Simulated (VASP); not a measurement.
Wanted: the native input for a VASP 6.6.1 run.

- Task: single point
- Functional: PBE
- Potentials or basis: VASP PAW PBE potentials, release 64 (Zn, S)
- Cutoff: 400 eV
- k mesh: 2 × 2 × 2, shifted
- Occupations: fermi-dirac, width 0.2241 eV
- Spin: no spin polarisation
- Dipole correction: no
- Further INCAR settings: LREAL = Auto; ALGO = Normal; EDIFF = 1e-06; NBANDS = 86; ISYM = -1

The structure of ZnS lies in POSCAR:

```
ZnS
1.0
   -5.5839128285      5.5839128285      0.0000000000
   -5.5839128285      0.0000000000      5.5839128285
    0.0000000000      5.5839128285      5.5839128285
Zn S
8 8
Direct
    0.0283455356     -0.0097023363     -0.0390129658
    0.5323067518      0.0090039908      0.0359340316
    0.0192049022      0.5266940209     -0.0335527265
   -0.0296887693     -0.0393859121      0.5332184781
    0.5287573590      0.5132116292     -0.0356298542
    0.4313278294      0.0290140633      0.4914967487
    0.0410214140      0.4923475857      0.4744115966
    0.4936049478      0.4701040436      0.5070281516
    0.6353407743      0.6175670369      0.1444527386
    0.1816004352      0.6112599005      0.0923621152
    0.6952284391      0.1658158049      0.0930397762
    0.6370274947      0.6392571141      0.6046072179
    0.1713769590      0.0887033905      0.1172049099
    0.1315077836      0.6245358957      0.6287650090
    0.6169185669      0.1210610768      0.6223203346
    0.0745779909      0.1599691878      0.6134112593
```

This cell differs from its parent crystal: dynamics (nvt langevin) at 2600 K, volume x 1.1, from the last frame before.

One way to write it, as run:

INCAR

```
SYSTEM = ZnS
PREC = Accurate
ENCUT = 400
EDIFF = 1E-6
ISMEAR = -1
SIGMA = 0.2241
LREAL = Auto
LASPH = .True.
NELM = 120
ALGO = Normal
ISIF = 2
LWAVE = .False.
LCHARG = .True.
GGA = PE
LELF = .True.
LVHAR = .True.
NBANDS = 86
GGA_COMPAT = .False.
ISYM = -1
```

KPOINTS

```
explicit points
4
Reciprocal
  0.25000000   0.25000000   0.25000000 2
  0.25000000   0.25000000   0.75000000 2
  0.25000000   0.75000000   0.25000000 2
  0.25000000   0.75000000   0.75000000 2
```

Potentials or basis: VASP PAW PBE potentials, release 64 (Zn, S).

The run is started by

```bash
$ cat potpaw_PBE.64/Zn/POTCAR potpaw_PBE.64/S/POTCAR > POTCAR
$ mpirun -np 1 vasp_std > vasp.out
```

Results of the run:

The pressure is -3.0 GPa and the largest force is 2.564 eV/Å. The band gap on the k mesh is 1.88 eV.

Caveat: the cell stands under tension; the atoms stand as in a frame of molecular dynamics; a shifted mesh leaves out Γ, where band edges can lie; forces of over 1 eV/Å act on the atoms, so gaps and moduli don't describe the material at rest.

Wall time 7.7 min on 1 thread of Intel Xeon 8259CL, on a shared host, peak memory 0.39 GiB.
